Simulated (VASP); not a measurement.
Set up this calculation in VASP 6.6.1, as the native input.

```
Task                   : relaxation of cell and atoms
Functional             : LDA
Potentials or basis    : VASP PAW LDA potentials, release 64 (I)
Cutoff                 : 600 eV
k mesh                 : 5 × 5 × 3
Occupations            : fermi-dirac, width 0.05 eV
Spin                   : no spin polarisation
Dipole correction      : no
Further INCAR settings : ALGO = Normal; EDIFF = 1e-07; IBRION = 2; EDIFFG = -0.01; NSW = 60; ISIF = 3
```

The structure of I lies in POSCAR:

```
I
1.0
    3.6350350000     -2.3950200000      0.0000000000
    3.6350350000      2.3950200000      0.0000000000
    0.0000000000      0.0000000000      9.7934400000
I
4
Direct
    0.6493000000      0.3507000000      0.3844000000
    0.1493000000      0.8507000000      0.1156000000
    0.3507000000      0.6493000000      0.6156000000
    0.8507000000      0.1493000000      0.8844000000
```

The input as run:

INCAR

```
PREC     = Accurate       # precision mode
ENCUT    = 600            # plane-wave cutoff, eV
EDIFF    = 1E-7           # SCF threshold, eV
ISMEAR   = -1             # smearing method
SIGMA    = 0.05           # smearing width, eV
LREAL    = False          # projectors in reciprocal space
LASPH    = True           # aspherical terms in the spheres
NELM     = 80             # most SCF steps
ALGO     = Normal         # electronic algorithm
ISIF     = 3              # what is computed and relaxed
LWAVE    = False          # write WAVECAR
LCHARG   = False          # write CHGCAR
IBRION   = 2              # ionic algorithm
NSW      = 60             # ionic steps
EDIFFG   = -0.01          # ionic threshold
```

KPOINTS

```
Automatic mesh
0
Gamma
  5 5 3
```

Potentials or basis: VASP PAW LDA potentials, release 64 (I).

The run is started by

```console
$ cat potpaw_LDA.64/I/POTCAR > POTCAR
$ mpirun -np 1 vasp_std > vasp.out
```

It gave:

```
Relaxed volume                        : 37.00 Å³/atom
Relaxed cell                          : a = 4.177 Å, b = 4.177 Å, c = 9.603 Å, α = 90.00°, β = 90.00°, γ = 62.04°
Space group after relaxing (to 0.1 Å) : Cmce (No. 64)
Energy gained by relaxing             : 73.3 meV/atom
Ionic steps                           : 17
Pressure after relaxing               : 0.0 GPa
Largest force after relaxing          : 0.008 eV/Å
Band gap on the k mesh                : 0.76 eV (least direct gap 1.05 eV)
```

Caveat: spin-orbit coupling is left out, which moves the levels of the heavy elements; an odd mesh through Γ misses points on the zone boundary, where band edges can lie.

Run time: 11 min on 1 thread of Intel(R) Xeon(R) Platinum 8375C CPU @ 2.90GHz (Ice Lake), on a shared host, peak memory 0.28 GiB.
